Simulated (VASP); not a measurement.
The system is Mg4FeO3.

```xyz
16
Lattice="2.9800 0.0000 0.0000 0.0000 2.9800 0.0000 0.0000 0.0000 22.0000" Properties=species:S:1:pos:R:3 pbc="T T T"
Mg    0.0000    1.4900   20.9440
Mg    1.4900    0.0000   18.8540
Mg    0.0000    1.4900   16.7420
Mg    1.4900    0.0000    1.0560
Mg    0.0000    1.4900    3.1460
Mg    1.4900    0.0000    5.2580
Mg    0.0000    1.4900   12.4300
Mg    1.4900    0.0000    9.5700
Fe    1.4900    0.0000   14.7400
Fe    0.0000    1.4900    7.2600
O     0.0000    1.4900   18.8540
O     1.4900    0.0000   20.9440
O     1.4900    0.0000   16.7420
O     1.4900    0.0000    3.1460
O     0.0000    1.4900    1.0560
O     0.0000    1.4900    5.2580
```

* Program: VASP 6.6.1
* Task: relaxation of cell and atoms
* Functional: PBE
* Potentials or basis: VASP PAW PBE potentials, release 64 (Mg, Fe, O)
* Cutoff: 600 eV
* k mesh: 5 × 5 × 1
* Occupations: gaussian, width 0.2 eV
* Spin: collinear spin, ferromagnetic start
* Starting moments: [0.0, 0.0, 0.0, 0.0, 0.0, 0.0, 0.0, 0.0, 4.0, 4.0, 0.0, 0.0, 0.0, 0.0, 0.0, 0.0] μB

At the start: pressure -1.5 GPa; volume 12.21 Å³/atom.

Q: How do energy, volume and symmetry change on relaxing?

A: Over 25 steps the energy falls by 46.9 meV/atom and the volume is 11.55 Å³/atom (-5.4 %); space group P4/nmm (No. 129, to 0.1 Å) before and after; moment 5.13 μB per cell.

Step by step:
```csv
step,energy change (eV),largest force (eV/Å),pressure (GPa),volume (Å³)
1,0.0000,1.4516,-1.48,195.37
2,-0.2364,0.7036,-0.52,192.19
3,-0.2417,0.8880,-0.27,191.61
4,-0.3568,0.6084,0.41,189.95
5,-0.4092,0.7628,1.57,187.77
6,-0.4812,0.4342,0.64,188.94
7,-0.4951,0.3666,0.10,189.72
8,-0.5220,0.2679,-0.26,190.07
9,-0.5544,0.4072,-1.20,191.05
10,-0.5723,0.3813,-0.96,190.48
11,-0.6101,0.3045,-0.18,188.80
12,-0.5992,0.6713,1.71,185.45
13,-0.6209,0.3227,0.50,187.50
14,-0.6342,0.2845,0.20,187.83
15,-0.6447,0.2203,-0.35,188.46
16,-0.6572,0.1453,-0.29,188.14
17,-0.6768,0.2017,-0.06,187.19
18,-0.6910,0.1953,0.01,186.79
19,-0.7090,0.3585,0.26,185.62
20,-0.7170,0.3411,0.21,185.48
21,-0.7340,0.2911,0.08,185.07
22,-0.7295,0.3098,-0.08,184.24
23,-0.7390,0.2535,0.01,184.75
24,-0.7472,0.1162,-0.04,184.74
25,-0.7498,0.0595,-0.08,184.73
```

Final structure:
```yaml
crystal:
  lattice:
    - [2.96406, 0.00000, 0.00000]
    - [0.00000, 2.96406, 0.00000]
    - [0.00000, 0.00000, 21.02630]
  atoms:
    - { symbol: Mg, position: [0.00000, 0.50000, 0.94943] }
    - { symbol: Mg, position: [0.50000, 0.00000, 0.84814] }
    - { symbol: Mg, position: [0.00000, 0.50000, 0.74417] }
    - { symbol: Mg, position: [0.50000, 0.00000, 0.05057] }
    - { symbol: Mg, position: [0.00000, 0.50000, 0.15186] }
    - { symbol: Mg, position: [0.50000, 0.00000, 0.25583] }
    - { symbol: Mg, position: [0.00000, 0.50000, 0.56025] }
    - { symbol: Mg, position: [0.50000, 0.00000, 0.43975] }
    - { symbol: Fe, position: [0.50000, 0.00000, 0.64614] }
    - { symbol: Fe, position: [0.00000, 0.50000, 0.35386] }
    - { symbol: O, position: [0.00000, 0.50000, 0.84760] }
    - { symbol: O, position: [0.50000, 0.00000, 0.94936] }
    - { symbol: O, position: [0.50000, 0.00000, 0.74717] }
    - { symbol: O, position: [0.50000, 0.00000, 0.15240] }
    - { symbol: O, position: [0.00000, 0.50000, 0.05064] }
    - { symbol: O, position: [0.00000, 0.50000, 0.25283] }
```

Caveat: the k points lie up to 0.42 Å⁻¹ apart in the final cell; only a ferromagnetic start was run, and an antiferromagnetic order may lie lower in energy; the relaxation stopped at a loose force limit of 0.08 eV/Å, so its end isn't a converged minimum.
